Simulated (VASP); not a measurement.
# Fe (Im-3m) in VASP: notebook

The runs below take Fe through single point, with PBE.

Program: VASP 6.6.1. These are calculated values, not measurements. Logs are shortened: lines on timing, memory, paths and dates and some standing lists are left out, and cuts for length are marked.

## Step 1: The cell of the first run

Symmetry: Im-3m, No. 229, cubic system. The conventional cell has a = 2.192 Å, b = 2.192 Å, c = 2.192 Å, α = 90.00°, β = 90.00°, γ = 90.00°. Fe (site symmetry m-3m) has 14 Fe at 1.90 to 2.19 Å within 2.5 Å.

## Step 2: Single point, PBE (volume scaled by 0.5)

INCAR reads:

```
PREC = Accurate ; ENCUT = 520
EDIFF = 1E-7 ; ISMEAR = -1
SIGMA = 0.1 ; LREAL = False
LASPH = True ; NELM = 100
ALGO = Normal ; ISIF = 2
LWAVE = False ; LCHARG = False
GGA = PE ; NBANDS = 10
```

KPOINTS reads:

```
Automatic mesh
0
Gamma
  21 21 21
```

POSCAR reads:

```
Fe
1.0
   -1.0960524930      1.0960524930      1.0960524930
    1.0960524930     -1.0960524930      1.0960524930
    1.0960524930      1.0960524930     -1.0960524930
Fe
1
Direct
    0.0000000000      0.0000000000      0.0000000000
```

Potentials or basis: VASP PAW PBE potentials, release 64 (Fe).

On the command line:

```sh
cat potpaw_PBE.64/Fe/POTCAR > POTCAR
mpirun -np 1 vasp_std > vasp.out
```

OUTCAR:

```text
PREC = Accurate
   ENCUT = 520
   EDIFF = 1E-7
   ISMEAR = -1
   LREAL = False
   LASPH = True
   NELM = 100
   ISIF = 2
   GGA = PE

 ion  position               nearest neighbor table
   1  0.000  0.000  0.000-

  LATTYP: Found a body centered cubic cell.
 ALAT       =     2.1921049860

  Lattice vectors:

 A1 = (  -1.0960524930,   1.0960524930,   1.0960524930)
 A2 = (   1.0960524930,  -1.0960524930,   1.0960524930)
 A3 = (   1.0960524930,   1.0960524930,  -1.0960524930)

Analysis of symmetry for initial positions (statically):
=====================================================================
 Subroutine PRICEL returns:
 Original cell was already a primitive cell.

 Routine SETGRP: Setting up the symmetry group for a
 body centered cubic supercell.

 Subroutine GETGRP returns: Found 48 space group operations
 (whereof 48 operations were pure point group operations)
 out of a pool of 48 trial point group operations.

The static configuration has the point symmetry O_h .

Analysis of symmetry for dynamics (positions and initial velocities):
=====================================================================
 Subroutine PRICEL returns:
 Original cell was already a primitive cell.

 Routine SETGRP: Setting up the symmetry group for a
 body centered cubic supercell.

 Subroutine GETGRP returns: Found 48 space group operations
 (whereof 48 operations were pure point group operations)
 out of a pool of 48 trial point group operations.

The dynamic configuration has the point symmetry O_h .

 Subroutine INISYM returns: Found 48 space group operations
 (whereof 48 operations are pure point group operations),
 and found     1 'primitive' translations

----------------------------------------------------------------------------------------

                                     Primitive cell

  volume of cell :       5.2669

  direct lattice vectors                    reciprocal lattice vectors
    -1.096052493  1.096052493  1.096052493     0.000000000  0.456182531  0.456182531
     1.096052493 -1.096052493  1.096052493     0.456182531  0.000000000  0.456182531
     1.096052493  1.096052493 -1.096052493     0.456182531  0.456182531  0.000000000

  length of vectors
     1.898418606  1.898418606  1.898418606     0.645139522  0.645139522  0.645139522

  position of ions in fractional coordinates (direct lattice)
     0.000000000  0.000000000  0.000000000

  ion indices of the primitive-cell ions
   primitive index   ion index
                 1           1

----------------------------------------------------------------------------------------

 KPOINTS: Automatic mesh

Automatic generation of k-mesh.
 Grid dimensions read from file:
 generate k-points for:   21   21   21

 Generating k-lattice:

  Cartesian coordinates                     Fractional coordinates (reciprocal lattice)
     0.000000000  0.021722978  0.021722978     0.047619048  0.000000000  0.000000000
     0.021722978  0.000000000  0.021722978     0.000000000  0.047619048  0.000000000
     0.021722978  0.021722978  0.000000000     0.000000000  0.000000000  0.047619048

  Length of vectors
     0.030720930  0.030720930  0.030720930

  Shift w.r.t. Gamma in fractional coordinates (k-lattice)
     0.000000000  0.000000000  0.000000000

 Subroutine IBZKPT returns following result:
 ===========================================

 Found    286 irreducible k-points:

 Following reciprocal coordinates:
            Coordinates               Weight
  0.000000  0.000000  0.000000      1.000000
  0.047619  0.000000  0.000000     12.000000
  0.095238  0.000000  0.000000     12.000000
  0.142857  0.000000  0.000000     12.000000
  0.190476  0.000000  0.000000     12.000000
  0.238095  0.000000  0.000000     12.000000
[... 16 lines left out ...]
  0.142857  0.095238 -0.000000     48.000000
  0.190476  0.095238  0.000000     48.000000
 [... further k-points ...]
   k-points           NKPTS =    286   k-points in BZ     NKDIM =    286   number of bands    NBANDS=     10
   number of dos      NEDOS =    301   number of ions     NIONS =      1
   total plane-waves  NPLWV =   2744
   dimension x,y,z NGX =    14 NGY =   14 NGZ =   14
   dimension x,y,z NGXF=    28 NGYF=   28 NGZF=   28
   ions per type =               1
   NGX,Y,Z   is equivalent  to a cutoff of  12.26, 12.26, 12.26 a.u.
   NGXF,Y,Z  is equivalent  to a cutoff of  24.52, 24.52, 24.52 a.u.
 SYSTEM =  unknown system
   PREC   = accura    normal or accurate (medium, high low for compatibility)
   ISTART =      0    job   : 0-new  1-cont  2-samecut
   ICHARG =      2    charge: 1-file 2-atom 10-const
   ISPIN  =      1    spin polarized calculation?
   LNONCOLLINEAR =      F non collinear calculations
   LSORBIT =      F    spin-orbit coupling
   LASPH  =      T    aspherical Exc in radial PAW
   ENCUT  =  520.0 eV  38.22 Ry    6.18 a.u.   3.53  3.53  3.53*2*pi/ulx,y,z
   NELM   =    100;   NELMIN=  2; NELMDL= -5     # of ELM steps
   EDIFF  = 0.1E-06   stopping-criterion for ELM
   LREAL  =      F    real-space projection
   EDIFFG = 0.1E-05   stopping-criterion for IOM
   NSW    =      0    number of steps for IOM
   IBRION =     -1    ionic relax: 0-MD 1-quasi-New 2-CG
   NFREE  =      0    steps in history (QN), initial steepest desc. (CG)
   ISIF   =      2    stress and relaxation
   ISYM   =      2    0-nonsym 1-usesym 2-fastsym
   POTIM  = 0.5000    time-step for ionic-motion
   TEBEG  =    0.0;   TEEND  =   0.0 temperature during run
   PSTRESS=    0.0 pullay stress
   NELECT =       8.0000    total number of electrons
   NUPDOWN=      -1.0000    fix difference up-down
   EMIN   =  10.00;   EMAX   =-10.00  energy-range for DOS
   EFERMI =   0.00;   METHOD = LEGACY
   ISMEAR =    -1;   SIGMA  =   0.10  broadening in eV -4-tet -1-fermi 0-gaus
   EFERMI_NEDOS =   21; number of points for ismear=-14 and -15
   IALGO  =     38    algorithm
   IMIX   =      4    mixing-type and parameters
     AMIX     =   0.40;   BMIX     =  1.00
     AMIX_MAG =   1.60;   BMIX_MAG =  1.00
  volume/ion in A,a.u.               =       5.27        35.54
  Fermi-wavevector in a.u.,A,eV,Ry     =   1.881858  3.556196 48.183521  3.541389
  Thomas-Fermi vector in A             =   2.925144
   LORBIT       =      0    0 simple, 1 ext, 2 COOP (PROOUT), +10 PAW based schemes
   GGA     = PE    functional components
[... 5 lines left out ...]
 non-spin polarized calculation
  energy-cutoff  :      520.00
  volume of cell :        5.27
 maximum number of plane-waves:       150
 NGX is ok and might be reduce to    14
   NGX =  7   NGY =  7   NGZ =  7

 number of electron       8.0000009 magnetization

 Free energy of the ion-electron system (eV)
  ---------------------------------------------------
  ext. energy  EPLUGINS =         0.00000000
  ---------------------------------------------------
  free energy    TOTEN  =        -0.30506909 eV

  energy without entropy =       -0.26681074  energy(sigma->0) =       -0.28593992

 E-fermi :  17.7598     XC(G=0): -18.0528

 val. band max:       17.7452846861   @ k =   0.3333   0.1905   0.0476
 cond. band min:      17.7629879788   @ k =   0.2381   0.1905   0.0952
 fundamental gap:      0.0177032927
 Fermi energy:        17.7597560592

 k-point     1 :       0.0000    0.0000    0.0000
  band No.  band energies     occupation
      1       5.4845      2.00000
      2      13.0355      2.00000
      3      13.0355      2.00000
      4      13.0355      2.00000
      5      17.3767      1.95752
      6      17.3767      1.95752
      7      50.3351      0.00000
      8      50.3351      0.00000
      9      50.3351      0.00000
     10      63.5571      0.00000

 k-point     2 :       0.0476    0.0000    0.0000
  band No.  band energies     occupation
      1       5.6737      2.00000
      2      12.9428      2.00000
      3      13.0240      2.00000
      4      13.1921      2.00000
      5      17.2629      1.98619
      6      17.3840      1.95438
      7      50.1359      0.00000
      8      50.3379      0.00000
      9      50.5284      0.00000
     10      62.8873      0.00000

 k-point     3 :       0.0952    0.0000    0.0000
  band No.  band energies     occupation
      1       6.2117      2.00000
      2      12.6776      2.00000
      3      12.9770      2.00000
      4      13.6532      2.00000
      5      16.9862      1.99913
      6      17.4085      1.94206
      7      49.5412      0.00000
      8      50.2625      0.00000
      9      51.0824      0.00000
     10      61.8830      0.00000

 k-point     4 :       0.1429    0.0000    0.0000
  band No.  band energies     occupation
      1       6.9931      2.00000
      2      12.2752      2.00000
      3      12.8908      2.00000
      4      14.3937      2.00000
      5      16.7086      1.99995
      6      17.4571      1.90752
      7      48.5543      0.00000
      8      49.8990      0.00000
      9      51.9241      0.00000
     10      61.3521      0.00000

 k-point     5 :       0.1905    0.0000    0.0000
  band No.  band energies     occupation
      1       7.7801      2.00000
      2      11.7844      2.00000
      3      12.8983      2.00000
      4      15.3707      2.00000
      5      16.5883      1.99998
      6      17.5373      1.80486
      7      47.1864      0.00000
      8      49.0835      0.00000
      9      52.9469      0.00000
     10      61.6102      0.00000

 k-point     6 :       0.2381    0.0000    0.0000
  band No.  band energies     occupation
      1       8.1810      2.00000
      2      11.2577      2.00000
      3      13.3683      2.00000
      4      16.5234      1.99999
      5      16.6743      1.99996
      6      17.6532      1.48760
      7      45.4773      0.00000
      8      47.8789      0.00000
      9      54.0292      0.00000
     10      61.0149      0.00000

 k-point     7 :       0.2857    0.0000    0.0000
  band No.  band energies     occupation
      1       8.0157      2.00000
      2      10.7440      2.00000
      3      14.5068      2.00000
      4      16.9238      1.99953
      5      17.7716      0.94099
      6      17.8014      0.79480
      7      43.5142      0.00000
      8      46.5025      0.00000
      9      55.0558      0.00000
     10      59.2561      0.00000

 k-point     8 :       0.3333    0.0000    0.0000
  band No.  band energies     occupation
      1       7.5400      2.00000
      2      10.2852      2.00000
      3      16.0103      2.00000
      4      17.3142      1.97703
      5      17.9690      0.21961
      6      19.0135      0.00001
      7      41.4324      0.00000
      8      45.1673      0.00000
      9      55.9395      0.00000
     10      57.5544      0.00000

 k-point     9 :       0.3810    0.0000    0.0000
  band No.  band energies     occupation
      1       7.0285      2.00000
      2       9.9138      2.00000
      3      17.1250      1.99650
      4      18.1337      0.04645
      5      18.1878      0.02729
      6      20.1271      0.00000
      7      39.4228      0.00000
      8      44.0329      0.00000
      9      56.0655      0.00000
     10      56.6244      0.00000
[... 118 lines left out ...]
 k-point    19 :       0.3810    0.0476   -0.0000
  band No.  band energies     occupation
      1       6.9344      2.00000
      2       9.8048      2.00000
      3      17.0116      1.99887
      4      17.7760      0.91914
      5      18.9606      0.00001
      6      21.2731      0.00000
      7      38.5173      0.00000
      8      43.5614      0.00000
      9      54.6111      0.00000
     10      57.4393      0.00000

 k-point    20 :       0.4286    0.0476    0.0000
  band No.  band energies     occupation
      1       6.6214      2.00000
      2       9.6111      2.00000
      3      17.4640      1.90125
      4      17.8854      0.44303
      5      19.7211      0.00000
      6      22.1459      0.00000
      7      37.1230      0.00000
      8      42.9457      0.00000
      9      53.8843      0.00000
     10      57.6745      0.00000

 k-point    21 :       0.4762    0.0476    0.0000
  band No.  band energies     occupation
      1       6.5124      2.00000
      2       9.5453      2.00000
      3      17.6424      1.52775
      4      17.8671      0.50939
      5      20.0366      0.00000
      6      22.4854      0.00000
      7      36.5947      0.00000
      8      42.7340      0.00000
      9      53.6145      0.00000
     10      57.7652      0.00000

 k-point    22 :       0.0952    0.0952    0.0000
  band No.  band energies     occupation
      1       7.4482      2.00000
      2      12.2652      2.00000
      3      12.4362      2.00000
      4      15.0066      2.00000
      5      16.4549      2.00000
      6      17.6268      1.58149
      7      48.0566      0.00000
      8      49.7693      0.00000
      9      52.0745      0.00000
     10      61.3169      0.00000

 k-point    23 :       0.1429    0.0952   -0.0000
  band No.  band energies     occupation
      1       8.2347      2.00000
      2      11.8315      2.00000
      3      12.2378      2.00000
      4      16.0978      2.00000
      5      16.2993      2.00000
      6      17.8192      0.71106
      7      46.8902      0.00000
      8      48.7521      0.00000
      9      52.9712      0.00000
     10      61.0206      0.00000

 k-point    24 :       0.1905    0.0952    0.0000
  band No.  band energies     occupation
      1       8.6765      2.00000
      2      11.2967      2.00000
      3      12.4993      2.00000
      4      16.3261      2.00000
      5      17.3702      1.96015
      6      18.0780      0.07966
      7      45.3700      0.00000
      8      47.4358      0.00000
      9      53.9626      0.00000
     10      59.4532      0.00000

 [... further k-points ...]
[... 5 lines left out ...]
  --------------------------------------------------------------------------------------
  -------------------------------------------------------------------------------------
  Total       27.7875768     27.7875768     27.7875768      0.0000000      0.0000000      0.0000000
  in kB     8452.9286671   8452.9286671   8452.9286671      0.0000000      0.0000000      0.0000000
  external PRESSURE =    8452.9286671 kB  Pullay stress =       0.0000000 kB

 VOLUME and BASIS-vectors are now :
 -----------------------------------------------------------------------------
  energy-cutoff  :      520.00
  volume of cell :        5.27
      direct lattice vectors                 reciprocal lattice vectors
    -1.096052493  1.096052493  1.096052493     0.000000000  0.456182531  0.456182531
     1.096052493 -1.096052493  1.096052493     0.456182531  0.000000000  0.456182531
     1.096052493  1.096052493 -1.096052493     0.456182531  0.456182531  0.000000000

 POSITION                                       TOTAL-FORCE (eV/Angst)
 -----------------------------------------------------------------------------------
      0.00000      0.00000      0.00000        -0.000000      0.000000      0.000000
 -----------------------------------------------------------------------------------
    total drift:                               -0.000000     -0.000000      0.000000

  FREE ENERGIE OF THE ION-ELECTRON SYSTEM (eV)
  ---------------------------------------------------
  free  energy   TOTEN  =        -0.3050690946 eV

  energy  without entropy=       -0.2668107447  energy(sigma->0) =       -0.28593992
```

Wall time 12 s (1 thread of AMD EPYC 7R43 (Zen 3), shared host); peak memory 0.09 GiB.

The run converged, but its numbers aren't listed here, since they failed a check.

Caveat: the run has no spin polarisation, though such a crystal can be magnetic.

## Step 3: Single point, PBE (volume scaled by 0.58)

INCAR reads:

```
  PREC = Accurate
  ENCUT = 520
  EDIFF = 1E-6
  ISMEAR = -1
  SIGMA = 0.1
  LREAL = False
  LASPH = True
  NELM = 100
  ALGO = Normal
  ISIF = 2
  LWAVE = False
  LCHARG = False
  GGA = PE
  NBANDS = 10
```

KPOINTS reads:

```
regular mesh
0
Gamma
  21 21 21
```

POSCAR reads:

```
Fe
1.0
   -1.1516416169      1.1516416169      1.1516416169
    1.1516416169     -1.1516416169      1.1516416169
    1.1516416169      1.1516416169     -1.1516416169
Fe
1
Direct
    0.0000000000      0.0000000000      0.0000000000
```

Potentials or basis: VASP PAW PBE potentials, release 64 (Fe).

On the command line:

```sh
cat potpaw_PBE.64/Fe/POTCAR > POTCAR
mpirun -np 1 vasp_std > vasp.out
```

Wall time 13 s (1 thread of AMD EPYC 7R43 (Zen 3), shared host); peak memory 0.09 GiB.

Results (log left out):

```
Free energy            : -3.7215 eV
Pressure               : 487.1 GPa
Band gap on the k mesh : zero (band 4 reaches 16.95 eV, above the bottom of band 5 at 12.26 eV)
```

Levels at points of the mesh, in eV from the Fermi level:
| k point | band 1 | band 2 | band 3 | band 4 | band 5 | band 6 | band 7 | band 8 | band 9 |
| --- | --- | --- | --- | --- | --- | --- | --- | --- | --- |
| (0.00, 0.00, 0.00) | -11.90 | -3.85 | -3.85 | -3.85 | -0.25 | -0.25 | 31.10 | 31.10 | 31.10 |

Caveat: the run has no spin polarisation, though such a crystal can be magnetic. Spin polarisation is off, so any magnetic state and its effect on volume and gap are missing.

(Continued in part 2 of 2.)
